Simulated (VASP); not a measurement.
# Ag (Fm-3m) in VASP: a series of runs, part 3 of 3

VASP 6.6.1. Earlier steps stand in the parts before.

### 6 Electric field gradients, PBE

This run uses another cell than the first one, of 17.06 Å³/atom, 1.010 times its volume.

The input, INCAR:

```
PREC = Accurate
ENCUT = 520
EDIFF = 1E-8
ISMEAR = -1
SIGMA = 0.05
LREAL = F
LASPH = T
NELM = 100
ALGO = Normal
ISIF = 2
LWAVE = F
LCHARG = F
GGA = PE
LEFG = T
NBANDS = 12
```

The input, KPOINTS:

```
Automatic mesh
0
Gamma
  15 15 15
```

The input, POSCAR:

```
Ag
1.0
    0.0000000000      2.0431000000      2.0431000000
    2.0431000000      0.0000000000      2.0431000000
    2.0431000000      2.0431000000      0.0000000000
Ag
1
Direct
    0.0000000000      0.0000000000      0.0000000000
```

Potentials or basis: VASP PAW PBE potentials, release 64 (Ag).

Started as:

```console
> cat potpaw_PBE.64/Ag/POTCAR > POTCAR
> mpirun -np 1 vasp_std > vasp.out
```

OUTCAR:

```text
PREC = Accurate
   ENCUT = 520
   EDIFF = 1E-8
   ISMEAR = -1
   LREAL = F
   LASPH = T
   NELM = 100
   ISIF = 2
   GGA = PE

 ion  position               nearest neighbor table
   1  0.000  0.000  0.000-

  LATTYP: Found a face centered cubic cell.
 ALAT       =     4.0862000000

  Lattice vectors:

 A1 = (   0.0000000000,   2.0431000000,   2.0431000000)
 A2 = (   2.0431000000,   0.0000000000,   2.0431000000)
 A3 = (   2.0431000000,   2.0431000000,   0.0000000000)

Analysis of symmetry for initial positions (statically):
=====================================================================
 Subroutine PRICEL returns:
 Original cell was already a primitive cell.

 Routine SETGRP: Setting up the symmetry group for a
 face centered cubic supercell.

 Subroutine GETGRP returns: Found 48 space group operations
 (whereof 48 operations were pure point group operations)
 out of a pool of 48 trial point group operations.

The static configuration has the point symmetry O_h .

Analysis of symmetry for dynamics (positions and initial velocities):
=====================================================================
 Subroutine PRICEL returns:
 Original cell was already a primitive cell.

 Routine SETGRP: Setting up the symmetry group for a
 face centered cubic supercell.

 Subroutine GETGRP returns: Found 48 space group operations
 (whereof 48 operations were pure point group operations)
 out of a pool of 48 trial point group operations.

The dynamic configuration has the point symmetry O_h .

 Subroutine INISYM returns: Found 48 space group operations
 (whereof 48 operations are pure point group operations),
 and found     1 'primitive' translations

----------------------------------------------------------------------------------------

                                     Primitive cell

  volume of cell :      17.0569

  direct lattice vectors                    reciprocal lattice vectors
     0.000000000  2.043100000  2.043100000    -0.244726151  0.244726151  0.244726151
     2.043100000  0.000000000  2.043100000     0.244726151 -0.244726151  0.244726151
     2.043100000  2.043100000  0.000000000     0.244726151  0.244726151 -0.244726151

  length of vectors
     2.889379729  2.889379729  2.889379729     0.423878128  0.423878128  0.423878128

  position of ions in fractional coordinates (direct lattice)
     0.000000000  0.000000000  0.000000000

  ion indices of the primitive-cell ions
   primitive index   ion index
                 1           1

----------------------------------------------------------------------------------------

 KPOINTS: Automatic mesh

Automatic generation of k-mesh.
 Grid dimensions read from file:
 generate k-points for:   15   15   15

 Generating k-lattice:

  Cartesian coordinates                     Fractional coordinates (reciprocal lattice)
    -0.016315077  0.016315077  0.016315077     0.066666667  0.000000000  0.000000000
     0.016315077 -0.016315077  0.016315077     0.000000000  0.066666667  0.000000000
     0.016315077  0.016315077 -0.016315077     0.000000000  0.000000000  0.066666667

[... 71 lines left out ...]
   ISMEAR =    -1;   SIGMA  =   0.05  broadening in eV -4-tet -1-fermi 0-gaus
   EFERMI_NEDOS =   21; number of points for ismear=-14 and -15
   IALGO  =     38    algorithm
   IMIX   =      4    mixing-type and parameters
     AMIX     =   0.40;   BMIX     =  1.00
     AMIX_MAG =   1.60;   BMIX_MAG =  1.00
  volume/ion in A,a.u.               =      17.06       115.11
  Fermi-wavevector in a.u.,A,eV,Ry     =   1.414402  2.672832 27.218893  2.000532
  Thomas-Fermi vector in A             =   2.535948
   LORBIT       =      0    0 simple, 1 ext, 2 COOP (PROOUT), +10 PAW based schemes
   GGA     = PE    functional components
   LHFCALC =     F    Hartree Fock is set to
   AEXX    =    0.0000 exact exchange contribution
   IVDW    =     0    specifies the selected vdW correction
   LEPSILON=     F    determine dielectric tensor
   LRPA    =     F    only Hartree local field effects (RPA)
 non-spin polarized calculation
  energy-cutoff  :      520.00
  volume of cell :       17.06
 maximum number of plane-waves:       477
 NGX is ok and might be reduce to    24
   NGX = 11   NGY = 11   NGZ = 11

 number of electron      10.9999999 magnetization

 Free energy of the ion-electron system (eV)
  ---------------------------------------------------
  ext. energy  EPLUGINS =         0.00000000
  ---------------------------------------------------
  free energy    TOTEN  =        -2.70501119 eV

  energy without entropy =       -2.70151224  energy(sigma->0) =       -2.70326172

 E-fermi :   8.5702     XC(G=0): -12.2084

 val. band max:        8.5665992742   @ k =  -0.3333   0.2000   0.0000
 cond. band min:       8.6045044628   @ k =  -0.4000   0.1333   0.0000
 fundamental gap:      0.0379051887
 Fermi energy:         8.5702314119

 k-point     1 :       0.0000    0.0000    0.0000
  band No.  band energies     occupation
      1       0.6595      2.00000
      2       3.6153      2.00000
      3       3.6153      2.00000
      4       3.6153      2.00000
      5       4.6480      2.00000
      6       4.6480      2.00000
      7      24.4485      0.00000
      8      28.0248      0.00000
      9      28.0248      0.00000
     10      28.0248      0.00000
     11      32.8312      0.00000
     12      33.9675      0.00000
[... 331 lines left out ...]
 k-point    24 :       0.2000    0.1333    0.0000
  band No.  band energies     occupation
      1       1.7936      2.00000
      2       3.2223      2.00000
      3       3.9732      2.00000
      4       4.0073      2.00000
      5       4.4049      2.00000
      6       4.8377      2.00000
      7      23.5257      0.00000
      8      25.1022      0.00000
      9      25.5095      0.00000
     10      26.9983      0.00000
     11      30.5971      0.00000
     12      33.7021      0.00000

 [... further k-points ...]

------------------------ aborting loop because EDIFF is reached ----------------------------------------

  FORCE on cell =-STRESS in cart. coord.  units (eV):
  Direction    XX          YY          ZZ          XY          YZ          ZX
  --------------------------------------------------------------------------------------
  -------------------------------------------------------------------------------------
  Total        0.4684536      0.4684536      0.4684536     -0.0000000      0.0000000     -0.0000000
  in kB       44.0025998     44.0025998     44.0025998     -0.0000000      0.0000000     -0.0000000
  external PRESSURE =      44.0025998 kB  Pullay stress =       0.0000000 kB

 VOLUME and BASIS-vectors are now :
 -----------------------------------------------------------------------------
  energy-cutoff  :      520.00
  volume of cell :       17.06
      direct lattice vectors                 reciprocal lattice vectors
     0.000000000  2.043100000  2.043100000    -0.244726151  0.244726151  0.244726151
     2.043100000  0.000000000  2.043100000     0.244726151 -0.244726151  0.244726151
     2.043100000  2.043100000  0.000000000     0.244726151  0.244726151 -0.244726151

 POSITION                                       TOTAL-FORCE (eV/Angst)
 -----------------------------------------------------------------------------------
      0.00000      0.00000      0.00000        -0.000000     -0.000000     -0.000000
 -----------------------------------------------------------------------------------
    total drift:                                0.000000      0.000000      0.000000

  FREE ENERGIE OF THE ION-ELECTRON SYSTEM (eV)
  ---------------------------------------------------
  free  energy   TOTEN  =        -2.7050111928 eV

  energy  without entropy=       -2.7015122434  energy(sigma->0) =       -2.70326172

 Electric field gradients (V/A^2)
---------------------------------------------------------------------
 ion       V_xx      V_yy      V_zz      V_xy      V_xz      V_yz
---------------------------------------------------------------------
   1       0.000     0.000    -0.000     0.001     0.001     0.001
---------------------------------------------------------------------

 Electric field gradients after diagonalization (V/A^2)
 (convention: |V_zz| > |V_xx| > |V_yy|)
----------------------------------------------------------------------
 ion       V_xx      V_yy      V_zz     asymmetry (V_yy - V_xx)/ V_zz
----------------------------------------------------------------------
   1      -0.001    -0.001     0.001       0.000
----------------------------------------------------------------------

           NMR quadrupolar parameters

 Cq : quadrupolar parameter    Cq=e*Q*V_zz/h
 eta: asymmetry parameters     (V_yy - V_xx)/ V_zz
 Q  : nuclear electric quadrupole moment in mb (millibarn)
----------------------------------------------------------------------
 ion       Cq(MHz)       eta       Q (mb)
----------------------------------------------------------------------
   1       0.000       0.000       1.000
----------------------------------------------------------------------
```

stdout:

```text
POSCAR found type information on POSCAR Ag
 POSCAR found :  1 types and       1 ions
 scaLAPACK will be used
 LDA part: xc-table for (Slater+PW92), standard interpolation
 POSCAR, INCAR and KPOINTS ok, starting setup
 FFT: planning ... GRIDC
 FFT: planning ... GRID_SOFT
 FFT: planning ... GRID
 WAVECAR not read
 entering main loop
ion   1
```

It took 7.7 s on 1 thread of Intel Xeon 6975P-C (Granite Rapids), shared host; peak memory 0.15 GiB.

What came out:

```
Free energy : -2.7050 eV
Pressure    : 4.4 GPa
```

Levels at points of the mesh, in eV from the Fermi level:
| k point | band 2 | band 3 | band 4 | band 5 | band 6 | band 7 | band 8 | band 9 | band 10 | band 11 |
| --- | --- | --- | --- | --- | --- | --- | --- | --- | --- | --- |
| (0.00, 0.00, 0.00) | -4.95 | -4.95 | -4.95 | -3.92 | -3.92 | 15.88 | 19.45 | 19.45 | 19.45 | 24.26 |

Caveat: without QUAD_EFG the Cq values of the log hold for a quadrupole moment of 1 mb, not for the nuclei.

### 7 Summary

```tsv
cell	gap on the mesh (eV)	pressure (GPa)
a = 2.880 Å, angles 60.0°, 1 atom	none	5.6
a = 2.870 Å, angles 60.0°, 1 atom	none	6.9
a = 2.909 Å, angles 60.0°, 1 atom	none	2.2
a = 2.899 Å, angles 60.0°, 1 atom	none	3.3
a = 2.889 Å, angles 60.0°, 1 atom	none	4.4
```

Alike in all rows: task electric field gradients; level PBE; potentials or basis VASP PAW PBE potentials, release 64 (Ag); no spin polarisation; k mesh 15 × 15 × 15; cutoff (eV) 520; smearing fermi-dirac 0.05 eV.

Absolute energies hang on the potentials; compare differences alone.
